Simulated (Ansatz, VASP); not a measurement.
# One calculation of Al, two programs

The input INCAR:

```
SYSTEM = Al
PREC = Accurate
ENCUT = 520
EDIFF = 1E-6
ISMEAR = 0
SIGMA = 0.15
LREAL = .FALSE.
LASPH = .TRUE.
NELM = 60
ALGO = Normal
ISIF = 2
LWAVE = .FALSE.
LCHARG = .FALSE.
GGA = PS
NBANDS = 10
```

Contents of KPOINTS:

```
Automatic mesh
0
G
  24 24 14
  0 0 0
```

The input POSCAR:

```
Al
1.0
    2.7075666717      0.0000000000      0.0000000000
   -1.3537833358      2.3448215201      0.0000000000
    0.0000000000      0.0000000000      4.7532491867
Al
2
Direct
    0.6666666667      0.3333333333      0.7500000000
    0.3333333333      0.6666666667      0.2500000000
```

Input for Ansatz:

```yaml
crystal:
  lattice:
    - [2.7075666717, 0.0, 0.0]
    - [-1.3537833358, 2.3448215201, 0.0]
    - [0.0, 0.0, 4.7532491867]
  atoms:
    - { symbol: Al, position: [0.6666666667, 0.3333333333, 0.75] }
    - { symbol: Al, position: [0.3333333333, 0.6666666667, 0.25] }
basis:
  ecutwfc: 420
kpoints:
  mp_grid: { grid: [24, 24, 14] }
hamiltonian:
  xc: pbesol
scf:
  occupations: { method: gaussian, width: 0.15 }
output:
  forces: true
  stress: true
  eigenvalues: true
```

Change from the starting cell: strain -0.050 along x and y, +0.025 along z, atoms carried along.

Alike in both runs: task single point; functional PBEsol; k mesh 24 × 24 × 14; occupations gaussian, width 0.15 eV; no spin polarisation.

|  | VASP | Ansatz |
| --- | --- | --- |
| version | VASP 6.6.1 | Ansatz 0.2.0 |
| potentials or method | VASP PAW PBE potentials, release 64 (Al), cutoff 520 eV | scalar-relativistic, plane waves, PAW |
| valence electrons in the cell | 6 | 6 |

|  | VASP | Ansatz | Ansatz less VASP |
| --- | --- | --- | --- |
| gap on the k mesh at the Fermi level (eV) | none | none | - |
| pressure (GPa) | 8.1 | 8.0 | -0.10 |
| traceless stress, the component that is largest in VASP (GPa) | -4.66 | -4.63 | +0.037 |

VASP's potentials were made for PBE, not for PBEsol. A gap of «none» marks a metal or a gap that the smearing closes. With one functional, cell and mesh, what is left measures potentials, basis and numerics.
